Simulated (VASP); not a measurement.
# C in VASP: vibrations by perturbation theory with PBE

Aim: the vibrations by perturbation theory of C with PBE.

Everything below comes from runs of VASP 6.6.1. Logs are shortened: lines on timing, memory, paths and dates and some standing lists are left out, and cuts for length are marked.

## 1. The cell of the first run

The cell holds a slab with vacuum, 4 atoms: a = 2.456 Å, b = 2.456 Å, c = 24.134 Å, α = 90.00°, β = 90.00°, γ = 120.00°.

## 2. Vibrations by perturbation theory, PBE

The input, INCAR:

```
PREC = Accurate ; ENCUT = 520
EDIFF = 1E-8 ; ISMEAR = -1
SIGMA = 0.05 ; LREAL = False
LASPH = True ; NELM = 100
ALGO = Normal ; ISIF = 2
LWAVE = False ; LCHARG = True
GGA = PE ; NBANDS = 16
IBRION = 8 ; NSW = 1
```

The input, KPOINTS:

```
Automatic mesh
0
Gamma
  10 10 2
```

The input, POSCAR:

```
C
1.0
    2.4562275060      0.0000000000      0.0000000000
   -1.2281137530      2.1271554177      0.0000000000
    0.0000000000      0.0000000000     24.1339601687
C
4
Direct
    0.6666666667      0.3333333333      0.5704754400
    0.3333333333      0.6666666667      0.4295245600
    0.0000000000      0.0000000000      0.4295312300
    0.0000000000      0.0000000000      0.5704687700
```

Potentials or basis: VASP PAW PBE potentials, release 64 (C).

Started as:

```console
> cat potpaw_PBE.64/C/POTCAR > POTCAR
> mpirun -np 1 vasp_std > vasp.out
```

OUTCAR:

```text
PREC = Accurate
   ENCUT = 520
   EDIFF = 1E-8
   ISMEAR = -1
   LREAL = False
   LASPH = True
   NELM = 100
   ISIF = 2
   GGA = PE
   IBRION = 8
   NSW = 1

 ion  position               nearest neighbor table
   1  0.667  0.333  0.570-   4 1.42   4 1.42   4 1.42
   2  0.333  0.667  0.430-   3 1.42   3 1.42   3 1.42
   3  0.000  0.000  0.430-   2 1.42   2 1.42   2 1.42
   4  0.000  0.000  0.570-   1 1.42   1 1.42   1 1.42

  LATTYP: Found a hexagonal cell.
 ALAT       =     2.4562275060
 C/A-ratio  =     9.8256208392

  Lattice vectors:

 A1 = (   2.4562275060,   0.0000000000,   0.0000000000)
 A2 = (  -1.2281137530,   2.1271554177,   0.0000000000)
 A3 = (   0.0000000000,   0.0000000000,  24.1339601687)

Analysis of symmetry for initial positions (statically):
=====================================================================
 Subroutine PRICEL returns:
 Original cell was already a primitive cell.

 Routine SETGRP: Setting up the symmetry group for a
 hexagonal supercell.

 Subroutine GETGRP returns: Found 12 space group operations
 (whereof 12 operations were pure point group operations)
 out of a pool of 24 trial point group operations.

The static configuration has the point symmetry D_3d.

Analysis of symmetry for dynamics (positions and initial velocities):
=====================================================================
 Subroutine PRICEL returns:
 Original cell was already a primitive cell.

 Routine SETGRP: Setting up the symmetry group for a
 hexagonal supercell.

 Subroutine GETGRP returns: Found 12 space group operations
 (whereof 12 operations were pure point group operations)
 out of a pool of 24 trial point group operations.

The dynamic configuration has the point symmetry D_3d.

 Subroutine INISYM returns: Found 12 space group operations
 (whereof 12 operations are pure point group operations),
 and found     1 'primitive' translations

----------------------------------------------------------------------------------------

                                     Primitive cell

  volume of cell :     126.0946

  direct lattice vectors                    reciprocal lattice vectors
     2.456227506  0.000000000  0.000000000     0.407128410  0.235055697  0.000000000
    -1.228113753  2.127155418  0.000000000     0.000000000  0.470111395  0.000000000
     0.000000000  0.000000000 24.133960169     0.000000000  0.000000000  0.041435388

  length of vectors
     2.456227506  2.456227506 24.133960169     0.470111395  0.470111395  0.041435388

  position of ions in fractional coordinates (direct lattice)
     0.666666667  0.333333333  0.570475440
     0.333333333  0.666666667  0.429524560
     0.000000000  0.000000000  0.429531230
     0.000000000  0.000000000  0.570468770

  ion indices of the primitive-cell ions
   primitive index   ion index
                 1           1
                 2           2
                 3           3
                 4           4

[... 115 lines left out ...]
  ---------------------------------------------------
  free energy    TOTEN  =       -36.88207864 eV

  energy without entropy =      -36.88207863  energy(sigma->0) =      -36.88207864

 E-fermi :  -1.6968     XC(G=0):  -3.2380

 val. band max:       -2.5326660931   @ k =   0.3000   0.3000   0.0000
 cond. band min:      -0.8604938855   @ k =   0.3000   0.3000   0.0000
 fundamental gap:      1.6721722076
 Fermi energy:        -1.6968121853

 k-point     1 :       0.0000    0.0000    0.0000
  band No.  band energies     occupation
      1     -21.4111      2.00000
      2     -21.2766      2.00000
      3      -9.8684      2.00000
      4      -8.9636      2.00000
      5      -4.7668      2.00000
      6      -4.7668      2.00000
[... 433 lines left out ...]
      3     -14.1777      2.00000
      4     -14.1058      2.00000
      5      -8.8768      2.00000
      6      -8.8449      2.00000
[... 8 lines left out ...]
     15       9.6566      0.00000
     16       9.8619      0.00000

 [... further k-points ...]
[... 5 lines left out ...]
  --------------------------------------------------------------------------------------
  -------------------------------------------------------------------------------------
  Total        1.2511226      1.2511226      0.3279083      0.0000000      0.0000000      0.0000000
  in kB       15.8969586     15.8969586      4.1664540      0.0000000      0.0000000      0.0000000
  external PRESSURE =      11.9867904 kB  Pullay stress =       0.0000000 kB

 VOLUME and BASIS-vectors are now :
 -----------------------------------------------------------------------------
  energy-cutoff  :      520.00
  volume of cell :      126.09
      direct lattice vectors                 reciprocal lattice vectors
     2.456227506  0.000000000  0.000000000     0.407128410  0.235055697  0.000000000
    -1.228113753  2.127155418  0.000000000     0.000000000  0.470111395  0.000000000
     0.000000000  0.000000000 24.133960169     0.000000000  0.000000000  0.041435388

 POSITION                                       TOTAL-FORCE (eV/Angst)
 -----------------------------------------------------------------------------------
      1.22811      0.70905     13.76783        -0.000000      0.000000      0.052772
     -0.00000      1.41810     10.36613         0.000000      0.000000     -0.052772
      0.00000      0.00000     10.36629         0.000000     -0.000000     -0.049947
      0.00000      0.00000     13.76767        -0.000000      0.000000      0.049947
 -----------------------------------------------------------------------------------
    total drift:                               -0.000000      0.000000     -0.000000

  FREE ENERGIE OF THE ION-ELECTRON SYSTEM (eV)
  ---------------------------------------------------
  free  energy   TOTEN  =       -36.8820786423 eV

  energy  without entropy=      -36.8820786306  energy(sigma->0) =      -36.88207864

[... ionic steps 2 to 9 ...]

--------------------------------------- Ionic step       10  -------------------------------------------

------------------------ aborting loop because EDIFF is reached ----------------------------------------

[... ionic steps 11 to 11 ...]

--------------------------------------- Ionic step       12  -------------------------------------------

 Free energy of the ion-electron system (eV)
  ---------------------------------------------------
  ---------------------------------------------------
  free energy    TOTEN  =        -0.15009607 eV

  energy without entropy =       -0.15009607

------------------------ aborting loop because EDIFF is reached ----------------------------------------

 INTERNAL STRAIN TENSOR  FOR ION    3  DIRECTION 3   (eV/Angst):
 -----------------------------------------------------------------------------
    -0.03626  0.00000  0.00000
     0.00000 -0.03626  0.00000
    -0.00000 -0.00000  0.49969

 INTERNAL STRAIN TENSOR FOR ION    4 for displacements in x,y,z  (eV/Angst):
          X           Y           Z          XY          YZ          ZX
  --------------------------------------------------------------------------------
  x     0.00000     0.00000     0.00000    12.87601     0.00000    -0.00806
  y    12.87601   -12.87601     0.00000     0.00000    -0.00780     0.00000
  z     0.03626     0.03626    -0.49969     0.00000     0.00000     0.00000

 SECOND DERIVATIVES (NOT SYMMETRIZED)
 ------------------------------------
               1X          1Y          1Z          2X          2Y          2Z          3X          3Y          3Z          4X          4Y          4Z
  1X   -55.977042    0.000000    0.000000   -0.046814    0.000000    0.000000    0.058186    0.000000    0.000000   55.965670    0.000000    0.000000
  1Y     0.000000  -55.977042    0.000000    0.000000   -0.046814    0.000000   -0.000000    0.058186    0.000000    0.000000   55.965670    0.000000
  1Z     0.000000    0.000000  -16.803425    0.000000    0.000000    0.073540   -0.000000    0.000000    0.122052    0.000000    0.000000   16.607833
  2X    -0.046814    0.000000    0.000000  -55.977042    0.000000    0.000000   55.965670    0.000000    0.000000    0.058186    0.000000    0.000000
  2Y     0.000000   -0.046814    0.000000    0.000000  -55.977042    0.000000    0.000000   55.965670    0.000000   -0.000000    0.058186    0.000000
  2Z     0.000000    0.000000    0.073540    0.000000    0.000000  -16.803425    0.000000    0.000000   16.607833   -0.000000    0.000000    0.122052
  3X     0.058424    0.000000    0.000000   55.965912    0.000000    0.000000  -55.956063    0.000000    0.000000   -0.068272    0.000000    0.000000
  3Y     0.000000    0.058424    0.000000    0.000000   55.965912    0.000000    0.000000  -55.956063    0.000000    0.000000   -0.068272    0.000000
  3Z    -0.000000   -0.000000    0.119426    0.000000    0.000000   16.607673    0.000000   -0.000000  -16.772030    0.000000    0.000000    0.044932
  4X    55.965912    0.000000    0.000000    0.058424    0.000000    0.000000   -0.068272    0.000000    0.000000  -55.956063    0.000000    0.000000
  4Y     0.000000   55.965912    0.000000    0.000000    0.058424    0.000000    0.000000   -0.068272    0.000000    0.000000  -55.956063    0.000000
  4Z     0.000000    0.000000   16.607673   -0.000000   -0.000000    0.119426    0.000000    0.000000    0.044932    0.000000   -0.000000  -16.772030

 Eigenvectors and eigenvalues of the dynamical matrix
 ----------------------------------------------------

   1 f  =   47.748922 THz   300.015323 2PiTHz 1592.732586 cm-1   197.473584 meV
             X         Y         Z           dx          dy          dz
      1.228114  0.709052 13.767832     0.000000   -0.499999   -0.000000
     -0.000000  1.418104 10.366129     0.000000   -0.499999    0.000000
      0.000000  0.000000 10.366290    -0.000000    0.500001    0.000000
      0.000000  0.000000 13.767671    -0.000000    0.500001   -0.000000
[... 71 lines left out ...]
  12 f/i=    0.001086 THz     0.006827 2PiTHz    0.036242 cm-1     0.004493 meV
             X         Y         Z           dx          dy          dz
      1.228114  0.709052 13.767832    -0.000000   -0.000000   -0.499979
     -0.000000  1.418104 10.366129    -0.000000   -0.000000   -0.499979
      0.000000  0.000000 10.366290    -0.000000   -0.000000   -0.500021
      0.000000  0.000000 13.767671    -0.000000   -0.000000   -0.500021

--------------------------------------------------------------------------------------------------------

 ELASTIC MODULI CONTR FROM IONIC RELAXATION (kBar)
 Direction    XX          YY          ZZ          XY          YZ          ZX
 --------------------------------------------------------------------------------
 XX        -100.9779     99.9996      4.6281     -0.0000    -47.2200     -0.0000
 YY          99.9996   -100.9779      4.6281      0.0000     47.2200      0.0000
 ZZ           4.6281      4.6281    -43.8250     -0.0000     -0.0000     -0.0000
 XY          -0.0000      0.0000     -0.0000   -100.4887     -0.0000    -49.7358
 YZ         -47.2200     47.2200     -0.0000     -0.0000    -88.9957     -0.0000
 ZX          -0.0000      0.0000     -0.0000    -49.7358     -0.0000    -98.7276
 --------------------------------------------------------------------------------
```

Wall time 15 min (1 thread of Intel Xeon Platinum 8259CL at 2.50GHz (Skylake/Cascade Lake), shared host); peak memory 0.54 GiB.

What came out:

- Highest phonon frequency at Γ: 1593 cm⁻¹

Phonon frequencies in cm⁻¹ (negative: imaginary):
| q point | frequencies |
| --- | --- |
| (0.000, 0.000, 0.000) | 0 0 0 6 6 90 869 870 1591 1591 1593 1593 |

Caveat: the cell stands under pressure or tension, which shifts response properties.
